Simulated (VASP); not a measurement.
A run of VASP 6.6.1 is set up as follows.

Contents of INCAR:

```
SYSTEM = W3O
PREC = Accurate ; ENCUT = 520
EDIFF = 1E-7 ; ISMEAR = 0
SIGMA = 0.15 ; LREAL = .False.
LASPH = .True. ; NELM = 100
ALGO = Normal ; ISIF = 2
LWAVE = .False. ; LCHARG = .False.
GGA = PE ; NBANDS = 58
```

KPOINTS

```
regular mesh
0
Gamma
  8 8 8
  0 0 0
```

File POSCAR:

```
W3O
1.0
    4.8845028662      0.1099013145      0.0000000000
    0.1099013145      4.8845028662      0.0000000000
    0.0000000000      0.0000000000      4.8845028662
W O
6 2
Direct
    0.5000000000      0.7500000000      0.0000000000
    0.0000000000      0.5000000000      0.7500000000
    0.2500000000      0.0000000000      0.5000000000
    0.5000000000      0.2500000000      0.0000000000
    0.0000000000      0.5000000000      0.2500000000
    0.7500000000      0.0000000000      0.5000000000
    0.5000000000      0.5000000000      0.5000000000
    0.0000000000      0.0000000000      0.0000000000
```

Potentials or basis: VASP PAW PBE potentials, release 64 (W_sv, O).

The run is started by

```bash
$ cat potpaw_PBE.64/W_sv/POTCAR potpaw_PBE.64/O/POTCAR > POTCAR
$ mpirun -np 1 vasp_std > vasp.out
```

(1) Estimate the largest force.

(2) What does it give for the pressure?

Results:

(1) 0.329 eV/Å.

(2) 1.0 GPa.

Caveat: the cell differs from its parent crystal (strain +0.0450 x Voigt [0, 0, 0, 0, 0, 1]).
